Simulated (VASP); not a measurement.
# Hf2N in VASP: single point with PBEsol

Aim: the single point of Hf2N with PBEsol.

Everything below comes from runs of VASP 6.6.1. Logs are shortened: lines on timing, memory, paths and dates and some standing lists are left out, and cuts for length are marked.

### 1 The cell of the first run

The cell holds a slab with vacuum, 18 atoms: a = 3.227 Å, b = 7.489 Å, c = 24.702 Å, α = 90.00°, β = 90.00°, γ = 90.00°.

### 2 Single point, PBEsol

The input, INCAR:

```
SYSTEM = Hf2N
ALGO = Normal
DIPOL = 0.5 0.5 0.480
EDIFF = 1E-7
ENCUT = 520
GGA = PS
IDIPOL = 3
ISIF = 2
ISMEAR = 0
LASPH = .TRUE.
LCHARG = .FALSE.
LDIPOL = .TRUE.
LREAL = Auto
LWAVE = .FALSE.
NBANDS = 90
NELM = 80
PREC = Accurate
SIGMA = 0.1
```

The input, KPOINTS:

```
k-points
0
G
  11 5 1
  0 0 0
```

The input, POSCAR:

```
Hf2N
1.0
    3.2274489605      0.0000000000      0.0000000000
    0.0000000000      7.4890229869      0.0000000000
    0.0000000000      0.0000000000     24.7017544593
Hf N
12 6
Direct
    0.5000000000      0.7045366964      0.3036221582
    0.5000000000      0.2954633036      0.3036221582
    0.0000000000      0.0000000000      0.3656331390
    0.0000000000      0.5000000000      0.3932000655
    0.5000000000      0.2045366964      0.4552110463
    0.5000000000      0.7954633036      0.4552110463
    0.0000000000      0.5000000000      0.5172220271
    0.0000000000      0.0000000000      0.5447889537
    0.5000000000      0.7045366964      0.6067999345
    0.5000000000      0.2954633036      0.6067999345
    0.0000000000      0.0000000000      0.6688109152
    0.0000000000      0.5000000000      0.6963778418
    0.0000000000      0.5000000000      0.3036221582
    0.5000000000      0.0000000000      0.3036221582
    0.0000000000      0.0000000000      0.4552110463
    0.5000000000      0.5000000000      0.4552110463
    0.0000000000      0.5000000000      0.6067999345
    0.5000000000      0.0000000000      0.6067999345
```

Potentials or basis: VASP PAW PBE potentials, release 64 (Hf_pv, N).

Command:

```sh
cat potpaw_PBE.64/Hf_pv/POTCAR potpaw_PBE.64/N/POTCAR > POTCAR
mpirun -np 1 vasp_std > vasp.out
```

OUTCAR:

```text
SYSTEM = Hf2N
   EDIFF = 1E-7
   ENCUT = 520
   GGA = PS
   ISIF = 2
   ISMEAR = 0
   LASPH = .TRUE.
   LREAL = Auto
   NELM = 80
   PREC = Accurate

 ion  position               nearest neighbor table
   1  0.500  0.705  0.304-  14 2.21  13 2.22  13 2.22   2 3.06   4 3.14   4 3.14   3 3.14   3 3.14
                             6 3.81
   2  0.500  0.295  0.304-  14 2.21  13 2.22  13 2.22   1 3.06   4 3.14   4 3.14   3 3.14   3 3.14
                             5 3.81
   3  0.000  0.000  0.366-  15 2.21  14 2.22  14 2.22   6 3.14   5 3.14   6 3.14   5 3.14   2 3.14
                             1 3.14   2 3.14   1 3.14   4 3.81   4 3.81
   4  0.000  0.500  0.393-  13 2.21  16 2.22  16 2.22   7 3.06   1 3.14   1 3.14   2 3.14   2 3.14
                             5 3.14   5 3.14   6 3.14   6 3.14   3 3.81   3 3.81
   5  0.500  0.205  0.455-  16 2.21  15 2.22  15 2.22   6 3.06   3 3.14   3 3.14   7 3.14   7 3.14
                             4 3.14   4 3.14   8 3.14   8 3.14   2 3.81  10 3.81
   6  0.500  0.795  0.455-  16 2.21  15 2.22  15 2.22   5 3.06   3 3.14   3 3.14   7 3.14   7 3.14
                             4 3.14   4 3.14   8 3.14   8 3.14   1 3.81   9 3.81
   7  0.000  0.500  0.517-  17 2.21  16 2.22  16 2.22   4 3.06   6 3.14   5 3.14   6 3.14   5 3.14
                            10 3.14   9 3.14  10 3.14   9 3.14   8 3.81   8 3.81
   8  0.000  0.000  0.545-  15 2.21  18 2.22  18 2.22  11 3.06   9 3.14   9 3.14  10 3.14  10 3.14
                             6 3.14   6 3.14   5 3.14   5 3.14   7 3.81   7 3.81
   9  0.500  0.705  0.607-  18 2.21  17 2.22  17 2.22  10 3.06  11 3.14  11 3.14  12 3.14  12 3.14
                             8 3.14   8 3.14   7 3.14   7 3.14   6 3.81
  10  0.500  0.295  0.607-  18 2.21  17 2.22  17 2.22   9 3.06  11 3.14  11 3.14  12 3.14  12 3.14
                             8 3.14   8 3.14   7 3.14   7 3.14   5 3.81
  11  0.000  0.000  0.669-  18 2.22  18 2.22   8 3.06   9 3.14   9 3.14  10 3.14  10 3.14  12 3.81
                            12 3.81
  12  0.000  0.500  0.696-  17 2.21  10 3.14   9 3.14   9 3.14  10 3.14  11 3.81  11 3.81
  13  0.000  0.500  0.304-   4 2.21   2 2.22   1 2.22   1 2.22   2 2.22
  14  0.500  0.000  0.304-   1 2.21   2 2.21   3 2.22   3 2.22
  15  0.000  0.000  0.455-   3 2.21   8 2.21   6 2.22   5 2.22   5 2.22   6 2.22
  16  0.500  0.500  0.455-   5 2.21   6 2.21   7 2.22   7 2.22   4 2.22   4 2.22
  17  0.000  0.500  0.607-  12 2.21   7 2.21  10 2.22   9 2.22   9 2.22  10 2.22
  18  0.500  0.000  0.607-   9 2.21  10 2.21  11 2.22  11 2.22   8 2.22   8 2.22

  LATTYP: Found a simple orthorhombic cell.
 ALAT       =     3.2274489605
 B/A-ratio  =     2.3204156219
 C/A-ratio  =     7.6536468157

  Lattice vectors:

 A1 = (   3.2274489605,   0.0000000000,   0.0000000000)
 A2 = (   0.0000000000,   7.4890229869,   0.0000000000)
 A3 = (   0.0000000000,   0.0000000000,  24.7017544593)

Analysis of symmetry for initial positions (statically):
=====================================================================
 Subroutine PRICEL returns:
 Original cell was already a primitive cell.

 Routine SETGRP: Setting up the symmetry group for a
 simple orthorhombic supercell.

 Subroutine GETGRP returns: Found  4 space group operations
 (whereof  4 operations were pure point group operations)
 out of a pool of  8 trial point group operations.

The static configuration has the point symmetry C_2v.

Analysis of symmetry for dynamics (positions and initial velocities):
=====================================================================
 Subroutine PRICEL returns:
 Original cell was already a primitive cell.

 Routine SETGRP: Setting up the symmetry group for a
 simple orthorhombic supercell.

 Subroutine GETGRP returns: Found  4 space group operations
 (whereof  4 operations were pure point group operations)
 out of a pool of  8 trial point group operations.

The dynamic configuration has the point symmetry C_2v.

 Subroutine INISYM returns: Found  4 space group operations
 (whereof  4 operations are pure point group operations),
 and found     1 'primitive' translations

----------------------------------------------------------------------------------------

                                     Primitive cell

  volume of cell :     597.0523

  direct lattice vectors                    reciprocal lattice vectors
     3.227448960  0.000000000  0.000000000     0.309842235  0.000000000  0.000000000
     0.000000000  7.489022987  0.000000000     0.000000000  0.133528766  0.000000000
     0.000000000  0.000000000 24.701754459     0.000000000  0.000000000  0.040482954

  length of vectors
[... 59 lines left out ...]
     0.028167476  0.026705753  0.040482954

  Shift w.r.t. Gamma in fractional coordinates (k-lattice)
     0.000000000  0.000000000  0.000000000

 Subroutine IBZKPT returns following result:
 ===========================================

 Found     18 irreducible k-points:

 Following reciprocal coordinates:
            Coordinates               Weight
  0.000000  0.000000  0.000000      1.000000
  0.090909  0.000000  0.000000      2.000000
  0.181818  0.000000  0.000000      2.000000
  0.272727  0.000000  0.000000      2.000000
  0.363636  0.000000  0.000000      2.000000
  0.454545  0.000000  0.000000      2.000000
[... 10 lines left out ...]
  0.363636  0.400000  0.000000      4.000000
  0.454545  0.400000  0.000000      4.000000
   k-points           NKPTS =     18   k-points in BZ     NKDIM =     18   number of bands    NBANDS=     90
   number of dos      NEDOS =    301   number of ions     NIONS =     18
   total plane-waves  NPLWV = 258048
   dimension x,y,z NGX =    24 NGY =   56 NGZ =  192
   dimension x,y,z NGXF=    48 NGYF=  112 NGZF=  384
   ions per type =              12   6
   NGX,Y,Z   is equivalent  to a cutoff of  12.36, 12.43, 12.92 a.u.
   NGXF,Y,Z  is equivalent  to a cutoff of  24.72, 24.86, 25.84 a.u.
 SYSTEM =  Hf2N
   PREC   = accura    normal or accurate (medium, high low for compatibility)
   ISTART =      0    job   : 0-new  1-cont  2-samecut
   ICHARG =      2    charge: 1-file 2-atom 10-const
   ISPIN  =      1    spin polarized calculation?
   LNONCOLLINEAR =      F non collinear calculations
   LSORBIT =      F    spin-orbit coupling
   LASPH  =      T    aspherical Exc in radial PAW
   ENCUT  =  520.0 eV  38.22 Ry    6.18 a.u.   6.00 13.92 45.93*2*pi/ulx,y,z
   NELM   =     80;   NELMIN=  2; NELMDL= -5     # of ELM steps
   EDIFF  = 0.1E-06   stopping-criterion for ELM
   LREAL  =      T    real-space projection
   EDIFFG = 0.1E-05   stopping-criterion for IOM
   NSW    =      0    number of steps for IOM
   IBRION =     -1    ionic relax: 0-MD 1-quasi-New 2-CG
   NFREE  =      0    steps in history (QN), initial steepest desc. (CG)
   ISIF   =      2    stress and relaxation
   ISYM   =      2    0-nonsym 1-usesym 2-fastsym
   POTIM  = 0.5000    time-step for ionic-motion
   TEBEG  =    0.0;   TEEND  =   0.0 temperature during run
   PSTRESS=    0.0 pullay stress
   NELECT =     150.0000    total number of electrons
   NUPDOWN=      -1.0000    fix difference up-down
   EMIN   =  10.00;   EMAX   =-10.00  energy-range for DOS
   EFERMI =   0.00;   METHOD = LEGACY
   ISMEAR =     0;   SIGMA  =   0.10  broadening in eV -4-tet -1-fermi 0-gaus
   EFERMI_NEDOS =   21; number of points for ismear=-14 and -15
   IALGO  =     38    algorithm
   IMIX   =      4    mixing-type and parameters
     AMIX     =   0.40;   BMIX     =  1.00
     AMIX_MAG =   1.60;   BMIX_MAG =  1.00
  volume/ion in A,a.u.               =      33.17       223.84
  Fermi-wavevector in a.u.,A,eV,Ry     =   1.033002  1.952091 14.518682  1.067093
  Thomas-Fermi vector in A             =   2.167227
   LORBIT       =      0    0 simple, 1 ext, 2 COOP (PROOUT), +10 PAW based schemes
   GGA     = PS    functional components
   LHFCALC =     F    Hartree Fock is set to
   AEXX    =    0.0000 exact exchange contribution
   IVDW    =     0    specifies the selected vdW correction
   LEPSILON=     F    determine dielectric tensor
   LRPA    =     F    only Hartree local field effects (RPA)
 non-spin polarized calculation
 Gauss-broadening in eV      SIGMA  =   0.10
  energy-cutoff  :      520.00
  volume of cell :      597.05
 maximum number of plane-waves:     16130
   NGX = 13   NGY = 27   NGZ = 91

 dipolmoment           0.000000      0.000000     -0.036297 electrons x Angstroem

 number of electron     149.9999999 magnetization

 dipolmoment           0.000000      0.000000      0.076894 electrons x Angstroem

 Free energy of the ion-electron system (eV)
  ---------------------------------------------------
  ext. energy  EPLUGINS =         0.00000000
  ---------------------------------------------------
  free energy    TOTEN  =      -194.47598386 eV

  energy without entropy =     -194.42284759  energy(sigma->0) =     -194.44941573

 E-fermi :   1.0584     XC(G=0):  -6.4465

 val. band max:        1.0498437027   @ k =   0.2727   0.0000   0.0000
 cond. band min:       1.0677086866   @ k =   0.0909   0.2000   0.0000
 fundamental gap:      0.0178649840
 Fermi energy:         1.0584102155

 k-point     1 :       0.0000    0.0000    0.0000
  band No.  band energies     occupation
      1     -30.6272      2.00000
      2     -30.4387      2.00000
      3     -30.3127      2.00000
      4     -30.1686      2.00000
      5     -30.0193      2.00000
      6     -30.0097      2.00000
[... 1609 lines left out ...]
     86       2.8009      0.00000
     87       3.0063      0.00000
 [bands above 87 left out]

------------------------ aborting loop because EDIFF is reached ----------------------------------------

 vacuum level on the upper side and lower side of the slab       (xc-potential included)         0.113        -0.283

  FORCE on cell =-STRESS in cart. coord.  units (eV):
  Direction    XX          YY          ZZ          XY          YZ          ZX
  --------------------------------------------------------------------------------------
  -------------------------------------------------------------------------------------
  Total      -10.2655648    -17.8203117     -8.6517848      0.0000000      0.0000000      0.0000000
  in kB      -27.5474297    -47.8204359    -23.2168847      0.0000000      0.0000000      0.0000000
  external PRESSURE =     -32.8615834 kB  Pullay stress =       0.0000000 kB

 VOLUME and BASIS-vectors are now :
 -----------------------------------------------------------------------------
  energy-cutoff  :      520.00
  volume of cell :      597.05
      direct lattice vectors                 reciprocal lattice vectors
     3.227448960  0.000000000  0.000000000     0.309842235  0.000000000  0.000000000
     0.000000000  7.489022987  0.000000000     0.000000000  0.133528766  0.000000000
     0.000000000  0.000000000 24.701754459     0.000000000  0.000000000  0.040482954

 POSITION                                       TOTAL-FORCE (eV/Angst)
 -----------------------------------------------------------------------------------
      1.61372      5.27629      7.50000        -0.000000      0.823065      1.096734
      1.61372      2.21273      7.50000         0.000000     -0.823065      1.096734
      0.00000      0.00000      9.03178        -0.000000      0.000000     -1.346351
      0.00000      3.74451      9.71273        -0.000000      0.000000      0.323753
      1.61372      1.53178     11.24451        -0.000000      0.050736     -0.107212
      1.61372      5.95724     11.24451        -0.000000     -0.050736     -0.107212
[... 10 lines left out ...]
      0.00000      3.74451     14.98902        -0.000000      0.000000      0.304740
      1.61372      0.00000     14.98902        -0.000000      0.000000      1.104241
 -----------------------------------------------------------------------------------
    total drift:                                0.000000      0.000000      0.003324

  FREE ENERGIE OF THE ION-ELECTRON SYSTEM (eV)
  ---------------------------------------------------
  free  energy   TOTEN  =      -194.4759838634 eV

  energy  without entropy=     -194.4228475873  energy(sigma->0) =     -194.44941573

 vacuum level on the upper side and lower side of the slab         4.419         4.017
```

Run time: 49 min. Hardware: 1 thread of Intel Xeon 6975P-C (Granite Rapids), shared host; peak memory 0.93 GiB.

Results:

- Free energy: -194.4760 eV
- Largest force: 1.944 eV/Å
- Band gap on the k mesh: zero (bands 75 and 76 overlap by 1.02 eV)

Forces in eV/Å, atoms in the order of the input:
```
Hf   0.000  0.823  1.097
Hf   0.000 -0.823  1.097
Hf   0.000  0.000 -1.346
Hf   0.000  0.000  0.324
Hf   0.000  0.051 -0.107
Hf   0.000 -0.051 -0.107
Hf   0.000  0.000  0.408
Hf   0.000  0.000  0.240
Hf   0.000 -0.094  0.341
Hf   0.000  0.094  0.341
Hf   0.000  0.000 -0.995
Hf   0.000  0.000 -1.727
N    0.000  0.000 -1.944
N    0.000  0.000  0.940
N    0.000  0.000  0.302
N    0.000  0.000 -0.272
N    0.000  0.000  0.305
N    0.000  0.000  1.104
```

Caveat: the PAW data sets were made with another functional, which shifts forces and pressure a little; spin-orbit coupling is left out, which moves the levels of the heavy elements.
